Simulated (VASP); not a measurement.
# InSb3 (R-3m) in VASP: a series of runs

The runs below take InSb3 through single point, with PBEsol.

Program: VASP 6.6.1. These are calculated values, not measurements. Logs are shortened: lines on timing, memory, paths and dates and some standing lists are left out, and cuts for length are marked.

## 1. The cell of the first run

Symmetry: R-3m, No. 166, trigonal system. The conventional cell has a = 7.044 Å, b = 7.044 Å, c = 8.053 Å, α = 90.00°, β = 90.00°, γ = 120.00°. In (site symmetry -3m) has 12 Sb at 3.37 to 3.52 Å within 4.4 Å. Sb (site symmetry 2/m) has 4 In at 3.37 to 3.52 Å and 8 Sb at 3.37 to 3.52 Å within 4.4 Å.

## 2. Single point, PBEsol

Contents of INCAR:

```
ALGO = Normal
EDIFF = 1E-7
ENCUT = 520
GGA = PS
ISIF = 2
ISMEAR = 0
LASPH = T
LCHARG = F
LREAL = F
LWAVE = F
NBANDS = 22
NELM = 80
PREC = Accurate
SIGMA = 0.15
```

Contents of KPOINTS:

```
k-points
0
Gamma
  8 8 8
```

Contents of POSCAR:

```
InSb3
1.0
    4.8703161756     -0.1104095949     -0.1104095949
   -0.1104095949      4.8703161756     -0.1104095949
   -0.1104095949     -0.1104095949      4.8703161756
In Sb
1 3
Direct
    0.0000000000      0.0000000000      0.0000000000
    0.5000000000      0.0000000000      0.5000000000
    0.0000000000      0.5000000000      0.5000000000
    0.5000000000      0.5000000000      0.0000000000
```

Potentials or basis: VASP PAW PBE potentials, release 64 (In_d, Sb).

Started as:

```sh
$ cat potpaw_PBE.64/In_d/POTCAR potpaw_PBE.64/Sb/POTCAR > POTCAR
$ mpirun -np 1 vasp_std > vasp.out
```

OUTCAR:

```text
EDIFF = 1E-7
   ENCUT = 520
   GGA = PS
   ISIF = 2
   ISMEAR = 0
   LASPH = T
   LREAL = F
   NELM = 80
   PREC = Accurate

 ion  position               nearest neighbor table
   1  0.000  0.000  0.000-   2 3.37   3 3.37   4 3.37   3 3.37   2 3.37   4 3.37   4 3.52   2 3.52
                             2 3.52   4 3.52   3 3.52   3 3.52
   2  0.500  0.000  0.500-   1 3.37   3 3.37   4 3.37   4 3.37   1 3.37   3 3.37   4 3.52   1 3.52
                             1 3.52   3 3.52   4 3.52   3 3.52
   3  0.000  0.500  0.500-   1 3.37   2 3.37   4 3.37   1 3.37   4 3.37   2 3.37   2 3.52   1 3.52
                             2 3.52   4 3.52   4 3.52   1 3.52
   4  0.500  0.500  0.000-   1 3.37   2 3.37   3 3.37   2 3.37   3 3.37   1 3.37   2 3.52   2 3.52
                             1 3.52   3 3.52   3 3.52   1 3.52

  LATTYP: Found a trigonal (rhomboedric) cell.
 ALAT       =     4.8728185076
 COS(alpha) =    -0.0447798544

  Lattice vectors:

 A1 = (   4.8703161756,  -0.1104095949,  -0.1104095949)
 A2 = (  -0.1104095949,   4.8703161756,  -0.1104095949)
 A3 = (  -0.1104095949,  -0.1104095949,   4.8703161756)

Analysis of symmetry for initial positions (statically):
=====================================================================
 Subroutine PRICEL returns:
 Original cell was already a primitive cell.

 Routine SETGRP: Setting up the symmetry group for a
 trigonal (rhombohedral) supercell.

 Subroutine GETGRP returns: Found 12 space group operations
 (whereof 12 operations were pure point group operations)
 out of a pool of 12 trial point group operations.

The static configuration has the point symmetry D_3d.

Analysis of symmetry for dynamics (positions and initial velocities):
=====================================================================
 Subroutine PRICEL returns:
 Original cell was already a primitive cell.

 Routine SETGRP: Setting up the symmetry group for a
 trigonal (rhombohedral) supercell.

 Subroutine GETGRP returns: Found 12 space group operations
 (whereof 12 operations were pure point group operations)
 out of a pool of 12 trial point group operations.

The dynamic configuration has the point symmetry D_3d.

 Subroutine INISYM returns: Found 12 space group operations
 (whereof 12 operations are pure point group operations),
 and found     1 'primitive' translations

----------------------------------------------------------------------------------------
[... 91 lines left out ...]
   ISPIN  =      1    spin polarized calculation?
   LNONCOLLINEAR =      F non collinear calculations
   LSORBIT =      F    spin-orbit coupling
   LASPH  =      T    aspherical Exc in radial PAW
   ENCUT  =  520.0 eV  38.22 Ry    6.18 a.u.   9.06  9.06  9.06*2*pi/ulx,y,z
   NELM   =     80;   NELMIN=  2; NELMDL= -5     # of ELM steps
   EDIFF  = 0.1E-06   stopping-criterion for ELM
   LREAL  =      F    real-space projection
   EDIFFG = 0.1E-05   stopping-criterion for IOM
   NSW    =      0    number of steps for IOM
   IBRION =     -1    ionic relax: 0-MD 1-quasi-New 2-CG
   NFREE  =      0    steps in history (QN), initial steepest desc. (CG)
   ISIF   =      2    stress and relaxation
   ISYM   =      2    0-nonsym 1-usesym 2-fastsym
   POTIM  = 0.5000    time-step for ionic-motion
   TEBEG  =    0.0;   TEEND  =   0.0 temperature during run
   PSTRESS=    0.0 pullay stress
   NELECT =      28.0000    total number of electrons
   NUPDOWN=      -1.0000    fix difference up-down
   EMIN   =  10.00;   EMAX   =-10.00  energy-range for DOS
   EFERMI =   0.00;   METHOD = LEGACY
   ISMEAR =     0;   SIGMA  =   0.15  broadening in eV -4-tet -1-fermi 0-gaus
   EFERMI_NEDOS =   21; number of points for ismear=-14 and -15
   IALGO  =     38    algorithm
   IMIX   =      4    mixing-type and parameters
     AMIX     =   0.40;   BMIX     =  1.00
     AMIX_MAG =   1.60;   BMIX_MAG =  1.00
  volume/ion in A,a.u.               =      28.84       194.59
  Fermi-wavevector in a.u.,A,eV,Ry     =   1.021246  1.929875 14.190110  1.042944
  Thomas-Fermi vector in A             =   2.154860
   LORBIT       =      0    0 simple, 1 ext, 2 COOP (PROOUT), +10 PAW based schemes
   GGA     = PS    functional components
   LHFCALC =     F    Hartree Fock is set to
   AEXX    =    0.0000 exact exchange contribution
   IVDW    =     0    specifies the selected vdW correction
   LEPSILON=     F    determine dielectric tensor
   LRPA    =     F    only Hartree local field effects (RPA)
 non-spin polarized calculation
 Gauss-broadening in eV      SIGMA  =   0.15
  energy-cutoff  :      520.00
  volume of cell :      115.34
 maximum number of plane-waves:      3160
   NGX = 19   NGY = 19   NGZ = 19

 number of electron      27.9999995 magnetization

 Free energy of the ion-electron system (eV)
  ---------------------------------------------------
  ext. energy  EPLUGINS =         0.00000000
  ---------------------------------------------------
  free energy    TOTEN  =       -15.89989529 eV

  energy without entropy =      -15.87744666  energy(sigma->0) =      -15.88867097

 E-fermi :   7.1728     XC(G=0): -10.0094

 val. band max:        7.1679534781   @ k =  -0.3750   0.5000   0.1250
 cond. band min:       7.2098379613   @ k =  -0.1250   0.1250   0.0000
 fundamental gap:      0.0418844832
 Fermi energy:         7.1728397656

 k-point     1 :       0.0000    0.0000    0.0000
  band No.  band energies     occupation
      1      -7.1910      2.00000
      2      -7.1910      2.00000
      3      -7.1775      2.00000
      4      -7.1775      2.00000
      5      -7.1725      2.00000
      6      -4.7017      2.00000
[... 589 lines left out ...]
     21      11.6142      0.00000
     22      13.0715      0.00000

 [... further k-points ...]
[... 5 lines left out ...]
  --------------------------------------------------------------------------------------
  -------------------------------------------------------------------------------------
  Total       -2.9750257     -2.9750257     -2.9750257      0.3273697      0.3273697      0.3273697
  in kB      -41.3247343    -41.3247343    -41.3247343      4.5473441      4.5473441      4.5473441
  external PRESSURE =     -41.3247343 kB  Pullay stress =       0.0000000 kB

 VOLUME and BASIS-vectors are now :
 -----------------------------------------------------------------------------
  energy-cutoff  :      520.00
  volume of cell :      115.34
      direct lattice vectors                 reciprocal lattice vectors
     4.870316176 -0.110409595 -0.110409595     0.205541645  0.004767692  0.004767692
    -0.110409595  4.870316176 -0.110409595     0.004767692  0.205541645  0.004767692
    -0.110409595 -0.110409595  4.870316176     0.004767692  0.004767692  0.205541645

 POSITION                                       TOTAL-FORCE (eV/Angst)
 -----------------------------------------------------------------------------------
      0.00000      0.00000      0.00000         0.000000      0.000000      0.000000
      2.37995     -0.11041      2.37995        -0.000000      0.000000     -0.000000
     -0.11041      2.37995      2.37995        -0.000000      0.000000     -0.000000
      2.37995      2.37995     -0.11041        -0.000000     -0.000000     -0.000000
 -----------------------------------------------------------------------------------
    total drift:                               -0.000000     -0.000000     -0.000000

  FREE ENERGIE OF THE ION-ELECTRON SYSTEM (eV)
  ---------------------------------------------------
  free  energy   TOTEN  =       -15.8998952895 eV

  energy  without entropy=      -15.8774466567  energy(sigma->0) =      -15.88867097
```

Wall time 2.9 min (1 thread of AMD EPYC 7R13, shared host); peak memory 0.28 GiB.

Results:

```yaml
Free_energy: -15.8999 eV
Pressure: -4.1 GPa
Band_gap_on_the_k_mesh: zero (band 14 reaches 10.14 eV, above the bottom of band 15 at 6.14 eV)
```

Levels at points of the mesh, in eV from the Fermi level:
```csv
k point,band 10,band 11,band 12,band 13,band 14,band 15,band 16,band 17,band 18,band 19
"(0.00, 0.00, 0.00)",-4.12,-3.95,-3.56,-0.03,0.54,0.54,1.73,1.73,2.24,4.45
"(0.50, 0.00, 0.00)",-2.93,-2.44,-2.09,-1.76,-0.97,-0.73,1.65,1.83,2.29,2.58
"(0.50, 0.50, 0.00)",-2.45,-1.73,-1.54,-1.15,-1.13,-1.03,-0.20,1.21,2.92,3.60
"(0.50, 0.50, 0.50)",-4.79,-4.79,-4.63,-4.58,2.97,2.97,3.50,3.77,3.77,6.03
```

Caveat: the PAW data sets were made with another functional, which shifts forces and pressure a little; spin-orbit coupling is left out, which moves the levels of the heavy elements.

## 3. Single point, PBEsol

Contents of INCAR:

```
ALGO = Normal
EDIFF = 1E-6
ENCUT = 520
GGA = PS
ISIF = 2
ISMEAR = 0
LASPH = T
LCHARG = F
LREAL = F
LWAVE = F
NBANDS = 22
NELM = 60
PREC = Accurate
SIGMA = 0.15
```

KPOINTS is that of step 2.

Contents of POSCAR:

```
InSb3
1.0
    4.8703161756      0.1104095949      0.1104095949
    0.1104095949      4.8703161756      0.1104095949
    0.1104095949      0.1104095949      4.8703161756
In Sb
1 3
Direct
    0.0000000000      0.0000000000      0.0000000000
    0.5000000000      0.0000000000      0.5000000000
    0.0000000000      0.5000000000      0.5000000000
    0.5000000000      0.5000000000      0.0000000000
```

Potentials or basis: VASP PAW PBE potentials, release 64 (In_d, Sb).

Started as:

```sh
$ cat potpaw_PBE.64/In_d/POTCAR potpaw_PBE.64/Sb/POTCAR > POTCAR
$ mpirun -np 1 vasp_std > vasp.out
```

Run time: 2.6 min. Hardware: 1 thread of AMD EPYC 7R13, shared host; peak memory 0.28 GiB.

It converged, with:

```
Free energy            : -15.8986 eV
Pressure               : -4.1 GPa
Band gap on the k mesh : zero (band 14 reaches 10.18 eV, above the bottom of band 15 at 6.31 eV)
```

Stress tensor (GPa, compression positive):
```
-4.06 -0.61 -0.61
-0.61 -4.06 -0.61
-0.61 -0.61 -4.06
```

Levels at points of the mesh, in eV from the Fermi level:
```tsv
k point	band 11	band 12	band 13	band 14	band 15	band 16	band 17	band 18
(0.00, 0.00, 0.00)	-3.99	-3.53	0.18	0.18	1.00	1.32	2.09	2.09
(0.50, 0.00, 0.00)	-2.50	-2.03	-1.78	-0.96	-0.72	1.58	1.93	2.30
(0.50, 0.50, 0.00)	-1.67	-1.57	-1.22	-1.09	-0.84	-0.26	1.22	2.95
(0.50, 0.50, 0.50)	-4.65	-4.65	-4.62	3.03	3.03	3.45	3.78	3.78
```

Caveat: the PAW data sets were made with another functional, which shifts forces and pressure a little; spin-orbit coupling is left out, which moves the levels of the heavy elements.
